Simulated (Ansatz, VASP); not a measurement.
**ZnS in VASP and in Ansatz**

```
CELL_PARAMETERS angstrom
3.88156 0.00000 0.00000
-1.94078 3.36153 0.00000
0.00000 0.00000 6.17602
ATOMIC_POSITIONS crystal
Zn 0.33333 0.66667 0.99768
Zn 0.66667 0.33333 0.49768
S 0.33333 0.66667 0.37732
S 0.66667 0.33333 0.87732
```

Change from the starting cell: epitaxial_xy strain +2.0%.

Alike in both runs: task single point; functional PBE; k mesh 12 × 12 × 4; occupations fermi-dirac, width 0.02 eV; no spin polarisation.

```csv
,VASP,Ansatz
version,VASP 6.6.1,Ansatz 0.2.0
potentials or method,"VASP PAW PBE potentials, release 64 (Zn, S)","plane waves, PAW"
plane-wave cutoff (eV),520,420
valence electrons in the cell,36,36
```

Ansatz gave:

```
gap on the k mesh at the Fermi level (eV)                     : 2.10
pressure (GPa)                                                : 0.2
traceless stress, the component that is largest in VASP (GPa) : 1.90
rms of the force components (eV/Å)                            : 0.005
```

What did VASP give for the same quantities?

gap on the k mesh at the Fermi level (eV): 2.10; pressure (GPa): 0.3; traceless stress, the component that is largest in VASP (GPa): 1.91; rms of the force components (eV/Å): 0.006.

Atom by atom the forces differ by 0.001 eV/Å (rms over components).
